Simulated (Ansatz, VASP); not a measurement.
**Ge: VASP beside Ansatz**

```xyz
2
Lattice="0.0000 2.7793 2.8288 2.8783 0.0000 2.8288 2.8783 2.7793 0.0000" Properties=species:S:1:pos:R:3 pbc="T T T"
Ge    2.8783    2.7793    2.8288
Ge    4.3174    4.1689    4.2432
```

Change from the starting cell: strain +0.0175 x Voigt [1, -1, 0, 0, 0, 0], atoms carried along.

Alike in both runs: task single point; functional PBEsol; k mesh 14 × 14 × 14; occupations gaussian, width 0.15 eV; no spin polarisation.

|  | VASP | Ansatz |
| --- | --- | --- |
| version | VASP 6.6.1 | Ansatz 0.2.0 |
| potentials or method | VASP PAW PBE potentials, release 64 (Ge_d), cutoff 520 eV | scalar-relativistic, plane waves, PAW |
| valence electrons in the cell | 28 | 28 |

```csv
,VASP,Ansatz,Ansatz less VASP
gap on the k mesh at the Fermi level (eV),0.10,0.10,-0.006
least direct gap on the mesh (eV),0.13,0.13,0.000
pressure (GPa),0.3,0.7,+0.43
"traceless stress, the component that is largest in VASP (GPa)",-1.28,-1.28,+0.001
```

VASP's potentials were made for PBE, not for PBEsol. The functional is the same, so the differences come from potentials, cutoffs and numerics.
